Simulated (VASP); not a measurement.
# HfO2 (Fm-3m) in VASP: a series of runs

Aim: see how the results for HfO2 move with the level of theory and the settings. Levels: PBEsol+D4, LDA. Tasks: relaxation of cell and atoms, single point.

Program: VASP 6.6.1. These are calculated values, not measurements. Logs are shortened: lines on timing, memory, paths and dates and some standing lists are left out, and cuts for length are marked.

### Step 1. The cell of the first run

Symmetry: Fm-3m, No. 225, cubic system. Conventional cell: a = 5.115 Å, b = 5.115 Å, c = 5.115 Å, α = 90.00°, β = 90.00°, γ = 90.00°. Hf (site symmetry m-3m) has 8 O at 2.21 Å within 2.9 Å. O (site symmetry -43m) has 4 Hf at 2.21 Å and 6 O at 2.56 Å within 2.9 Å.

### Step 2. Relaxation of cell and atoms, PBEsol+D4

INCAR

```
ALGO     = Normal         # electronic algorithm
EDIFF    = 1E-7           # SCF threshold, eV
EDIFFG   = -0.01          # ionic threshold
ENCUT    = 600            # plane-wave cutoff, eV
GGA      = PS             # functional
IBRION   = 2              # ionic algorithm
ISIF     = 3              # what is computed and relaxed
ISMEAR   = -1             # smearing method
IVDW     = 13             # dispersion correction
LASPH    = True           # aspherical terms in the spheres
LCHARG   = False          # write CHGCAR
LREAL    = False          # projectors in reciprocal space
LWAVE    = False          # write WAVECAR
NELM     = 100            # most SCF steps
NSW      = 60             # ionic steps
PREC     = Accurate       # precision mode
SIGMA    = 0.05           # smearing width, eV
```

KPOINTS

```
k-points
0
Gamma
  9 9 9
```

POSCAR

```
HfO2
1.0
    0.0000000000      2.5575000000      2.5575000000
    2.5575000000      0.0000000000      2.5575000000
    2.5575000000      2.5575000000      0.0000000000
Hf O
1 2
Direct
    0.0000000000      0.0000000000      0.0000000000
    0.7500000000      0.7500000000      0.7500000000
    0.2500000000      0.2500000000      0.2500000000
```

Potentials or basis: VASP PAW PBE potentials, release 64 (Hf_pv, O).

Launch:

```bash
cat potpaw_PBE.64/Hf_pv/POTCAR potpaw_PBE.64/O/POTCAR > POTCAR
mpirun -np 1 vasp_std > vasp.out
```

OUTCAR:

```text
EDIFF = 1E-7
   EDIFFG = -0.01
   ENCUT = 600
   GGA = PS
   IBRION = 2
   ISIF = 3
   ISMEAR = -1
   IVDW = 13
   LASPH = True
   LREAL = False
   NELM = 100
   NSW = 60
   PREC = Accurate

 ion  position               nearest neighbor table
   1  0.000  0.000  0.000-   2 2.21   2 2.21   2 2.21   2 2.21   3 2.21   3 2.21   3 2.21   3 2.21

   2  0.750  0.750  0.750-   1 2.21   1 2.21   1 2.21   1 2.21
   3  0.250  0.250  0.250-   1 2.21   1 2.21   1 2.21   1 2.21

  LATTYP: Found a face centered cubic cell.
 ALAT       =     5.1150000000

  Lattice vectors:

 A1 = (   0.0000000000,   2.5575000000,   2.5575000000)
 A2 = (   2.5575000000,   0.0000000000,   2.5575000000)
 A3 = (   2.5575000000,   2.5575000000,   0.0000000000)

Analysis of symmetry for initial positions (statically):
=====================================================================
 Subroutine PRICEL returns:
 Original cell was already a primitive cell.

 Routine SETGRP: Setting up the symmetry group for a
 face centered cubic supercell.

 Subroutine GETGRP returns: Found 48 space group operations
[... 9 lines left out ...]

 Routine SETGRP: Setting up the symmetry group for a
 face centered cubic supercell.

 Subroutine GETGRP returns: Found 48 space group operations
[... 11 lines left out ...]
                                     Primitive cell

  volume of cell :      33.4562

  direct lattice vectors                    reciprocal lattice vectors
     0.000000000  2.557500000  2.557500000    -0.195503421  0.195503421  0.195503421
     2.557500000  0.000000000  2.557500000     0.195503421 -0.195503421  0.195503421
     2.557500000  2.557500000  0.000000000     0.195503421  0.195503421 -0.195503421

  length of vectors
     3.616851186  3.616851186  3.616851186     0.338621859  0.338621859  0.338621859

  position of ions in fractional coordinates (direct lattice)
     0.000000000  0.000000000  0.000000000
     0.750000000  0.750000000  0.750000000
     0.250000000  0.250000000  0.250000000

  ion indices of the primitive-cell ions
   primitive index   ion index
                 1           1
                 2           2
                 3           3

----------------------------------------------------------------------------------------

 KPOINTS: k-points

Automatic generation of k-mesh.
 Grid dimensions read from file:
 generate k-points for:    9    9    9

 Generating k-lattice:

  Cartesian coordinates                     Fractional coordinates (reciprocal lattice)
    -0.021722602  0.021722602  0.021722602     0.111111111  0.000000000  0.000000000
     0.021722602 -0.021722602  0.021722602     0.000000000  0.111111111  0.000000000
     0.021722602  0.021722602 -0.021722602     0.000000000  0.000000000  0.111111111

  Length of vectors
     0.037624651  0.037624651  0.037624651

  Shift w.r.t. Gamma in fractional coordinates (k-lattice)
     0.000000000  0.000000000  0.000000000

 Subroutine IBZKPT returns following result:
 ===========================================

 Found     35 irreducible k-points:

 Following reciprocal coordinates:
            Coordinates               Weight
  0.000000  0.000000  0.000000      1.000000
  0.111111  0.000000  0.000000      8.000000
  0.222222  0.000000  0.000000      8.000000
  0.333333  0.000000  0.000000      8.000000
  0.444444  0.000000  0.000000      8.000000
  0.111111  0.111111  0.000000      6.000000
[... 16 lines left out ...]
 -0.333333  0.333333  0.000000     12.000000
  0.444444  0.444444  0.000000      6.000000
 [... further k-points ...]
   k-points           NKPTS =     35   k-points in BZ     NKDIM =     35   number of bands    NBANDS=     15
   number of dos      NEDOS =    301   number of ions     NIONS =      3
   total plane-waves  NPLWV =  27000
   dimension x,y,z NGX =    30 NGY =   30 NGZ =   30
   dimension x,y,z NGXF=    60 NGYF=   60 NGZF=   60
   ions per type =               1   2
   NGX,Y,Z   is equivalent  to a cutoff of  13.79, 13.79, 13.79 a.u.
   NGXF,Y,Z  is equivalent  to a cutoff of  27.58, 27.58, 27.58 a.u.
 SYSTEM =  unknown system
   PREC   = accura    normal or accurate (medium, high low for compatibility)
   ISTART =      0    job   : 0-new  1-cont  2-samecut
   ICHARG =      2    charge: 1-file 2-atom 10-const
   ISPIN  =      1    spin polarized calculation?
   LNONCOLLINEAR =      F non collinear calculations
   LSORBIT =      F    spin-orbit coupling
   LASPH  =      T    aspherical Exc in radial PAW
   ENCUT  =  600.0 eV  44.10 Ry    6.64 a.u.   7.22  7.22  7.22*2*pi/ulx,y,z
   NELM   =    100;   NELMIN=  2; NELMDL= -5     # of ELM steps
   EDIFF  = 0.1E-06   stopping-criterion for ELM
   LREAL  =      F    real-space projection
   EDIFFG = -.1E-01   stopping-criterion for IOM
   NSW    =     60    number of steps for IOM
   IBRION =      2    ionic relax: 0-MD 1-quasi-New 2-CG
   NFREE  =      1    steps in history (QN), initial steepest desc. (CG)
   ISIF   =      3    stress and relaxation
   ISYM   =      2    0-nonsym 1-usesym 2-fastsym
   POTIM  = 0.5000    time-step for ionic-motion
   TEBEG  =    0.0;   TEEND  =   0.0 temperature during run
   PSTRESS=    0.0 pullay stress
   NELECT =      22.0000    total number of electrons
   NUPDOWN=      -1.0000    fix difference up-down
   EMIN   =  10.00;   EMAX   =-10.00  energy-range for DOS
   EFERMI =   0.00;   METHOD = LEGACY
   ISMEAR =    -1;   SIGMA  =   0.05  broadening in eV -4-tet -1-fermi 0-gaus
   EFERMI_NEDOS =   21; number of points for ismear=-14 and -15
   IALGO  =     38    algorithm
   IMIX   =      4    mixing-type and parameters
     AMIX     =   0.40;   BMIX     =  1.00
     AMIX_MAG =   1.60;   BMIX_MAG =  1.00
  volume/ion in A,a.u.               =      11.15        75.26
  Fermi-wavevector in a.u.,A,eV,Ry     =   1.423607  2.690227 27.574337  2.026657
  Thomas-Fermi vector in A             =   2.544186
   LORBIT       =      0    0 simple, 1 ext, 2 COOP (PROOUT), +10 PAW based schemes
   GGA     = PS    functional components
   LHFCALC =     F    Hartree Fock is set to
   AEXX    =    0.0000 exact exchange contribution
   IVDW    =    13    specifies the selected vdW correction
   LEPSILON=     F    determine dielectric tensor
   LRPA    =     F    only Hartree local field effects (RPA)
 conjugate gradient relaxation of ions
 non-spin polarized calculation
  energy-cutoff  :      600.00
  volume of cell :       33.46
 maximum number of plane-waves:      1139
 NGX is ok and might be reduce to    30
   NGX = 15   NGY = 15   NGZ = 15

--------------------------------------- Ionic step        1  -------------------------------------------

 number of electron      21.9999993 magnetization

 Free energy of the ion-electron system (eV)
  ---------------------------------------------------
  ext. energy  EPLUGINS =         0.00000000
  ---------------------------------------------------
  free energy    TOTEN  =       -31.56308849 eV

  energy without entropy =      -31.56308849  energy(sigma->0) =      -31.56308849

------------------------ aborting loop because EDIFF is reached ----------------------------------------

  DFT-D4 for vdW energy calculation

  Edisp (eV):   -0.32354

  FORCE on cell =-STRESS in cart. coord.  units (eV):
  Direction    XX          YY          ZZ          XY          YZ          ZX
  --------------------------------------------------------------------------------------
  -------------------------------------------------------------------------------------
  Total      -3.22598    -3.22598    -3.22598     0.00000     0.00000    -0.00000
  in kB    -154.48819  -154.48819  -154.48819     0.00000     0.00000    -0.00000
  external pressure =     -154.49 kB  Pullay stress =        0.00 kB
[... 104 lines left out ...]
  energy  without entropy=      -31.9930534586  energy(sigma->0) =      -31.99305346

--------------------------------------- Ionic step        4  -------------------------------------------

 number of electron      22.0000002 magnetization

 Free energy of the ion-electron system (eV)
  ---------------------------------------------------
  ext. energy  EPLUGINS =         0.00000000
  ---------------------------------------------------
  free energy    TOTEN  =       -31.64567636 eV

  energy without entropy =      -31.64567636  energy(sigma->0) =      -31.64567636

 E-fermi :   5.4073     XC(G=0): -12.3071

 val. band max:        4.4019468885   @ k =  -0.4444   0.4444   0.0000
 cond. band min:       8.2925912552   @ k =   0.4444   0.4444   0.0000
 fundamental gap:      3.8906443667
 Fermi energy:         5.4072923110

 k-point     1 :       0.0000    0.0000    0.0000
  band No.  band energies     occupation
      1     -24.9981      2.00000
      2     -24.9981      2.00000
      3     -24.9981      2.00000
      4     -14.4709      2.00000
      5     -11.1772      2.00000
      6      -1.1818      2.00000
      7      -1.1818      2.00000
      8      -1.1818      2.00000
      9       3.8213      2.00000
     10       3.8213      2.00000
     11       3.8213      2.00000
     12       8.3227      0.00000
     13       8.3227      0.00000
     14      10.4049      0.00000
     15      15.3581      0.00000
[... 397 lines left out ...]
 k-point    24 :       0.4444    0.4444    0.0000
  band No.  band energies     occupation
      1     -25.5380      2.00000
      2     -25.1426      2.00000
      3     -25.1426      2.00000
      4     -12.5671      2.00000
      5     -12.1271      2.00000
      6      -2.2135      2.00000
      7       0.7377      2.00000
      8       0.7377      2.00000
      9       2.9619      2.00000
     10       2.9619      2.00000
     11       4.2011      2.00000
     12       8.2926      0.00000
     13      10.0191      0.00000
     14      11.6276      0.00000
     15      12.9443      0.00000

 [... further k-points ...]

------------------------ aborting loop because EDIFF is reached ----------------------------------------

  DFT-D4 for vdW energy calculation

  Edisp (eV):   -0.34745

  FORCE on cell =-STRESS in cart. coord.  units (eV):
  Direction    XX          YY          ZZ          XY          YZ          ZX
  --------------------------------------------------------------------------------------
  -------------------------------------------------------------------------------------
  Total      -0.00879    -0.00879    -0.00879     0.00000     0.00000    -0.00000
  in kB      -0.44898    -0.44898    -0.44898     0.00000     0.00000    -0.00000
  external pressure =       -0.45 kB  Pullay stress =        0.00 kB
[... 18 lines left out ...]
  FREE ENERGIE OF THE ION-ELECTRON SYSTEM (eV)
  ---------------------------------------------------
  free  energy   TOTEN  =       -31.9931286877 eV

  energy  without entropy=      -31.9931286876  energy(sigma->0) =      -31.99312869

 reached required accuracy - stopping structural energy minimisation
```

It took 38 s on 1 thread of Intel Xeon 6975P-C (Granite Rapids), shared host; peak memory 0.19 GiB.

What came out:

| Property | Result |
| --- | --- |
| Free energy | -31.9931 eV |
| Relaxed volume | 10.46 Å³/atom |
| Relaxed cell | a = 3.540 Å, b = 3.540 Å, c = 3.540 Å, α = 60.00°, β = 60.00°, γ = 60.00° |
| Space group after relaxing (to 0.05 Å) | Fm-3m (No. 225) |
| Energy gained by relaxing | 35.5 meV/atom |
| Ionic steps | 4 |
| Pressure after relaxing | 0.0 GPa |
| Band gap on the k mesh | 3.89 eV, indirect (least direct gap 4.01 eV) |
| Dispersion energy per atom | -0.116 eV |

Step by step:
```
step  energy change (eV)  largest force (eV/Å)  pressure (GPa)  volume (Å³)
   1              0.0000                0.0000          -15.45        33.46
   2              0.1581                0.0000           32.31        28.51
   3             -0.1064                0.0000           -0.46        31.42
   4             -0.1065                0.0000           -0.04        31.38
```

Final structure:
```
Hf O
1.0
     0.00000    2.50335    2.50335
     2.50335    0.00000    2.50335
     2.50335    2.50335    0.00000
Hf O
1 2
Direct
  0.00000 0.00000 0.00000
  0.75000 0.75000 0.75000
  0.25000 0.25000 0.25000
```

Levels at points of the mesh, in eV from the valence-band top:
| k point | band 9 | band 10 | band 11 | band 12 | band 13 | band 14 |
| --- | --- | --- | --- | --- | --- | --- |
| (0.00, 0.00, 0.00) | -0.58 | -0.58 | -0.58 | 3.92 | 3.92 | 6.00 |

Caveat: the PAW data sets were made with another functional, which shifts forces and pressure a little; spin-orbit coupling is left out, which moves the levels of the heavy elements.

(Part 1 of 2 ends here.)
